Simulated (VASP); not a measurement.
# TaSi47 (a cell with a defect) in VASP: a series of runs

Runs on TaSi47 (a cell with a defect). Level: PBE. Tasks: single point.

All numbers are computed with VASP 6.6.1; they aren't measurements. Logs are shortened: lines on timing, memory, paths and dates and some standing lists are left out, and cuts for length are marked.

## 1. The cell of the first run

The cell holds a defect, 48 atoms: a = 11.384 Å, b = 7.590 Å, c = 12.710 Å, α = 90.00°, β = 90.00°, γ = 120.00°.

## 2. Single point, PBE

Contents of INCAR:

```
SYSTEM = TaSi47
PREC     = Accurate       ! precision mode
ENCUT    = 520            ! plane-wave cutoff, eV
EDIFF    = 1E-6           ! SCF threshold, eV
ISMEAR   = -1             ! smearing method
SIGMA    = 0.01           ! smearing width, eV
LREAL    = Auto         
LASPH    = .TRUE.         ! aspherical terms in the spheres
NELM     = 100            ! most SCF steps
ALGO     = Normal         ! electronic algorithm
ISIF     = 2              ! what is computed and relaxed
LWAVE    = .FALSE.        ! write WAVECAR
LCHARG   = .FALSE.        ! write CHGCAR
GGA      = PE             ! functional
NELECT   = 198.0        
NBANDS   = 130            ! bands
```

Contents of KPOINTS:

```
regular mesh
0
G
  2 3 2
  0 0 0
```

Contents of POSCAR:

```
TaSi47
1.0
   11.3844000000      0.0000000000      0.0000000000
   -3.7948000000      6.5727864046      0.0000000000
    0.0000000000      0.0000000000     12.7099000000
Si Ta
47 1
Direct
    0.0000000000      0.0000000000      0.4062000000
    0.0000000000      0.5000000000      0.4062000000
    0.3333333333      0.0000000000      0.4062000000
    0.3333333333      0.5000000000      0.4062000000
    0.6666666667      0.0000000000      0.4062000000
    0.6666666667      0.5000000000      0.4062000000
    0.0000000000      0.0000000000      0.9062000000
    0.0000000000      0.5000000000      0.9062000000
    0.3333333333      0.0000000000      0.9062000000
    0.3333333333      0.5000000000      0.9062000000
    0.6666666667      0.0000000000      0.9062000000
    0.6666666667      0.5000000000      0.9062000000
    0.0000000000      0.0000000000      0.0938000000
    0.0000000000      0.5000000000      0.0938000000
    0.3333333333      0.0000000000      0.0938000000
    0.3333333333      0.5000000000      0.0938000000
    0.6666666667      0.0000000000      0.0938000000
    0.6666666667      0.5000000000      0.0938000000
    0.0000000000      0.0000000000      0.5938000000
    0.0000000000      0.5000000000      0.5938000000
    0.3333333333      0.0000000000      0.5938000000
    0.3333333333      0.5000000000      0.5938000000
    0.6666666667      0.0000000000      0.5938000000
    0.6666666667      0.5000000000      0.5938000000
    0.1111111111      0.8333333334      0.3437000000
    0.4444444444      0.3333333334      0.3437000000
    0.4444444444      0.8333333334      0.3437000000
    0.7777777778      0.3333333334      0.3437000000
    0.7777777778      0.8333333334      0.3437000000
    0.2222222222      0.1666666666      0.8437000000
    0.2222222222      0.6666666666      0.8437000000
    0.5555555556      0.1666666666      0.8437000000
    0.5555555556      0.6666666666      0.8437000000
    0.8888888889      0.1666666666      0.8437000000
    0.8888888889      0.6666666666      0.8437000000
    0.1111111111      0.3333333334      0.1563000000
    0.1111111111      0.8333333334      0.1563000000
    0.4444444444      0.3333333334      0.1563000000
    0.4444444444      0.8333333334      0.1563000000
    0.7777777778      0.3333333334      0.1563000000
    0.7777777778      0.8333333334      0.1563000000
    0.2222222222      0.1666666666      0.6563000000
    0.2222222222      0.6666666666      0.6563000000
    0.5555555556      0.1666666666      0.6563000000
    0.5555555556      0.6666666666      0.6563000000
    0.8888888889      0.1666666666      0.6563000000
    0.8888888889      0.6666666666      0.6563000000
    0.1111111111      0.3333333334      0.3437000000
```

Potentials or basis: VASP PAW PBE potentials, release 64 (Si, Ta_pv).

Started as:

```sh
> cat potpaw_PBE.64/Si/POTCAR potpaw_PBE.64/Ta_pv/POTCAR > POTCAR
> mpirun -np 1 vasp_std > vasp.out
```

OUTCAR:

```text
SYSTEM = TaSi47
   PREC = Accurate
   ENCUT = 520
   EDIFF = 1E-6
   ISMEAR = -1
   LREAL = Auto
   LASPH = .TRUE.
   NELM = 100
   ISIF = 2
   GGA = PE
   NELECT = 198.0

 ion  position               nearest neighbor table
   1  0.000  0.000  0.406-  25 2.33  29 2.33  48 2.33  19 2.38
   2  0.000  0.500  0.406-  48 2.33  28 2.33  25 2.33  20 2.38
   3  0.333  0.000  0.406-  27 2.33  25 2.33  26 2.33  21 2.38
   4  0.333  0.500  0.406-  26 2.33  48 2.33  27 2.33  22 2.38
   5  0.667  0.000  0.406-  29 2.33  28 2.33  27 2.33  23 2.38
   6  0.667  0.500  0.406-  28 2.33  29 2.33  26 2.33  24 2.38
[... 40 lines left out ...]
  47  0.889  0.667  0.656-  20 2.33  24 2.33  19 2.33  35 2.38
  48  0.111  0.333  0.344-   2 2.33   4 2.33   1 2.33  36 2.38

  Warning from LATTYP: Monoclinic adjustment (A1->A3, A2->A1, A3->A2)!
  Warning from LATTYP: Got some problem with cell dimensions!
  Tried to take original basis but could not verify dimensions!
  LATTYP: Found a simple monoclinic cell.
 ALAT       =     7.5896000000
 B/A-ratio  =     1.6746468852
 C/A-ratio  =     1.3228756555
 COS(beta)  =    -0.1889822365

  Lattice vectors:

 A1 = (  -3.7948000000,   6.5727864046,   0.0000000000)
 A2 = (   0.0000000000,   0.0000000000, -12.7099000000)
 A3 = (  -7.5896000000,  -6.5727864046,   0.0000000000)

Analysis of symmetry for initial positions (statically):
=====================================================================
 Subroutine PRICEL returns:
 Original cell was already a primitive cell.

 Routine SETGRP: Setting up the symmetry group for a
 simple monoclinic supercell.

 Subroutine GETGRP returns: Found  1 space group operations
 (whereof  1 operations were pure point group operations)
 out of a pool of  4 trial point group operations.

The static configuration has the point symmetry C_1 .

Analysis of symmetry for dynamics (positions and initial velocities):
=====================================================================
 Subroutine PRICEL returns:
 Original cell was already a primitive cell.

 Routine SETGRP: Setting up the symmetry group for a
 simple monoclinic supercell.

 Subroutine GETGRP returns: Found  1 space group operations
 (whereof  1 operations were pure point group operations)
 out of a pool of  4 trial point group operations.

The dynamic configuration has the point symmetry C_1 .

[... 194 lines left out ...]
   EDIFFG = 0.1E-04   stopping-criterion for IOM
   NSW    =      0    number of steps for IOM
   IBRION =     -1    ionic relax: 0-MD 1-quasi-New 2-CG
   NFREE  =      0    steps in history (QN), initial steepest desc. (CG)
   ISIF   =      2    stress and relaxation
   ISYM   =      2    0-nonsym 1-usesym 2-fastsym
   POTIM  = 0.5000    time-step for ionic-motion
   TEBEG  =    0.0;   TEEND  =   0.0 temperature during run
   PSTRESS=    0.0 pullay stress
   NELECT =     198.0000    total number of electrons
   NUPDOWN=      -1.0000    fix difference up-down
   EMIN   =  10.00;   EMAX   =-10.00  energy-range for DOS
   EFERMI =   0.00;   METHOD = LEGACY
   ISMEAR =    -1;   SIGMA  =   0.01  broadening in eV -4-tet -1-fermi 0-gaus
   EFERMI_NEDOS =   21; number of points for ismear=-14 and -15
   IALGO  =     38    algorithm
   IMIX   =      4    mixing-type and parameters
     AMIX     =   0.40;   BMIX     =  1.00
     AMIX_MAG =   1.60;   BMIX_MAG =  1.00
  volume/ion in A,a.u.               =      19.81       133.71
  Fermi-wavevector in a.u.,A,eV,Ry     =   0.970278  1.833559 12.809047  0.941438
  Thomas-Fermi vector in A             =   2.100399
   LORBIT       =      0    0 simple, 1 ext, 2 COOP (PROOUT), +10 PAW based schemes
   GGA     = PE    functional components
   LHFCALC =     F    Hartree Fock is set to
   AEXX    =    0.0000 exact exchange contribution
   IVDW    =     0    specifies the selected vdW correction
   LEPSILON=     F    determine dielectric tensor
   LRPA    =     F    only Hartree local field effects (RPA)
 non-spin polarized calculation
  energy-cutoff  :      520.00
  volume of cell :      951.05
 maximum number of plane-waves:     25672
 NGX is ok and might be reduce to    90
   NGX = 43   NGY = 29   NGZ = 47

 number of electron     198.0000001 magnetization

 Free energy of the ion-electron system (eV)
  ---------------------------------------------------
  ext. energy  EPLUGINS =         0.00000000
  ---------------------------------------------------
  free energy    TOTEN  =      -267.62725493 eV

  energy without entropy =     -267.62445793  energy(sigma->0) =     -267.62585643

 E-fermi :   5.8266     XC(G=0):  -9.4837

 val. band max:        5.8191540925   @ k =   0.0000   0.0000   0.0000
 cond. band min:       5.8412519476   @ k =   0.5000   0.0000   0.5000
 fundamental gap:      0.0220978552
 Fermi energy:         5.8266188607

 k-point     1 :       0.0000    0.0000    0.0000
  band No.  band energies     occupation
      1     -28.4016      2.00000
      2     -28.3644      2.00000
      3     -28.3300      2.00000
      4      -6.0864      2.00000
      5      -5.3373      2.00000
      6      -5.3026      2.00000
[... 901 lines left out ...]
    110       7.9063      0.00000
    111       7.9467      0.00000
 [bands above 111 left out]

------------------------ aborting loop because EDIFF is reached ----------------------------------------

  FORCE on cell =-STRESS in cart. coord.  units (eV):
  Direction    XX          YY          ZZ          XY          YZ          ZX
  --------------------------------------------------------------------------------------
  -------------------------------------------------------------------------------------
  Total       25.5131641     25.6501888     -1.7136073     -0.2170630      0.0896283     -0.0815979
  in kB       42.9806624     43.2115007     -2.8868226     -0.3656745      0.1509919     -0.1374636
  external PRESSURE =      27.7684468 kB  Pullay stress =       0.0000000 kB

 VOLUME and BASIS-vectors are now :
 -----------------------------------------------------------------------------
  energy-cutoff  :      520.00
  volume of cell :      951.05
      direct lattice vectors                 reciprocal lattice vectors
    11.384400000  0.000000000  0.000000000     0.087839500  0.050714159  0.000000000
    -3.794800000  6.572786405  0.000000000     0.000000000  0.152142476  0.000000000
     0.000000000  0.000000000 12.709900000     0.000000000  0.000000000  0.078678825

 POSITION                                       TOTAL-FORCE (eV/Angst)
 -----------------------------------------------------------------------------------
      0.00000      0.00000      5.16276        -0.127789     -2.355434      1.367507
     -1.89740      3.28639      5.16276        -2.123112      1.112821      1.407781
      3.79480      0.00000      5.16276         0.019728     -0.008258      0.429935
      1.89740      3.28639      5.16276         2.023849      1.242067      1.347212
      7.58960      0.00000      5.16276         0.068991     -0.002905      0.467042
      5.69220      3.28639      5.16276         0.025736      0.063104      0.495518
[... 40 lines left out ...]
      7.58960      4.38186      8.34151        -0.024747     -0.004837      0.165117
     -0.00000      2.19093      4.36839         0.144963     -0.014126     -1.164224
 -----------------------------------------------------------------------------------
    total drift:                                0.000258     -0.000078     -0.000929

  FREE ENERGIE OF THE ION-ELECTRON SYSTEM (eV)
  ---------------------------------------------------
  free  energy   TOTEN  =      -267.6272549254 eV

  energy  without entropy=     -267.6244579311  energy(sigma->0) =     -267.62585643
```

It took 19 min on 1 thread of Intel Xeon 6975P-C (Granite Rapids), shared host; peak memory 1.2 GiB.

Results:

```yaml
Free_energy: -267.6273 eV
Largest_force: 2.780 eV/Å
```

Forces in eV/Å, atoms in the order of the input:
```
Si  -0.128 -2.355  1.368
Si  -2.123  1.113  1.408
Si   0.020 -0.008  0.430
Si   2.024  1.242  1.347
Si   0.069 -0.003  0.467
Si   0.026  0.063  0.496
Si  -0.005  0.025  0.304
Si   0.009 -0.002  0.297
Si  -0.004  0.001  0.351
Si  -0.024 -0.010  0.327
Si  -0.012 -0.002  0.351
Si  -0.020 -0.006  0.334
Si  -0.020 -0.236 -0.369
Si  -0.193  0.085 -0.355
Si   0.008 -0.002 -0.325
Si   0.204  0.123 -0.374
Si  -0.002 -0.020 -0.350
Si   0.021  0.032 -0.348
Si  -0.001  0.054 -0.145
Si   0.038 -0.027 -0.145
Si   0.000  0.007 -0.367
Si  -0.031 -0.020 -0.155
Si  -0.018  0.001 -0.359
Si  -0.020 -0.012 -0.347
Si   0.224  0.147 -0.419
Si   0.099 -0.169 -0.359
Si  -0.084  0.156 -0.338
Si  -0.119 -0.158 -0.361
Si  -0.166 -0.022 -0.335
Si   0.002 -0.001 -0.210
Si   0.008 -0.003 -0.200
Si   0.011 -0.003 -0.196
Si   0.029  0.012 -0.182
Si   0.010 -0.009 -0.208
Si   0.009 -0.002 -0.144
Si  -0.025  0.001 -1.607
Si  -0.010  0.004  0.167
Si  -0.030  0.009  0.166
Si  -0.006 -0.020  0.171
Si   0.020  0.004  0.179
Si   0.018  0.018  0.172
Si   0.023 -0.014  0.166
Si   0.005  0.023  0.171
Si   0.011 -0.007  0.181
Si   0.052  0.034  0.189
Si  -0.017 -0.027  0.158
Si  -0.025 -0.005  0.165
Ta   0.145 -0.014 -1.164
```

Caveat: the cell carries a net charge on a neutralising background, which shifts energy and pressure; the cell is charged against a uniform background, so pressure and absolute levels hang on convention; spin-orbit coupling is left out, which moves the levels of the heavy elements.

(Part 1 of 2 ends here.)
